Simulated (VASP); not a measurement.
A run of VASP 6.6.1:

File INCAR:

```
PREC = Accurate
ENCUT = 600
EDIFF = 1E-6
ISMEAR = 0
SIGMA = 0.1
LREAL = F
LASPH = T
NELM = 100
ALGO = Normal
ISIF = 3
LWAVE = F
LCHARG = F
GGA = PE
IBRION = 2
NSW = 100
EDIFFG = -0.01
```

KPOINTS

```
Automatic mesh
0
Gamma
  15 15 8
```

File POSCAR:

```
BiH
1.0
    3.7177182019      0.0000000000      0.0000000000
   -1.8588591010      3.2196384070      0.0000000000
    0.0000000000      0.0000000000      5.6685352804
Bi H
2 2
Direct
    0.3333333333      0.6666666667      0.7500000000
    0.6666666667      0.3333333333      0.2500000000
    0.0000000000      0.0000000000      0.0000000000
    0.0000000000      0.0000000000      0.5000000000
```

Potentials or basis: VASP PAW PBE potentials, release 64 (Bi_d, H).

Command:

```bash
$ cat potpaw_PBE.64/Bi_d/POTCAR potpaw_PBE.64/H/POTCAR > POTCAR
$ mpirun -np 1 vasp_std > vasp.out
```

Hardware: 1 thread of AMD EPYC 7R43 64-Core Processor (Zen 3), with other jobs on the host.

Q: Estimate the wall time of this run.

A: It took 27 min on 1 thread of AMD EPYC 7R43 64-Core Processor (Zen 3), with other jobs on the host, peak memory 0.35 GiB. Counts: scf iterations 63, k points 135, ion steps 9.
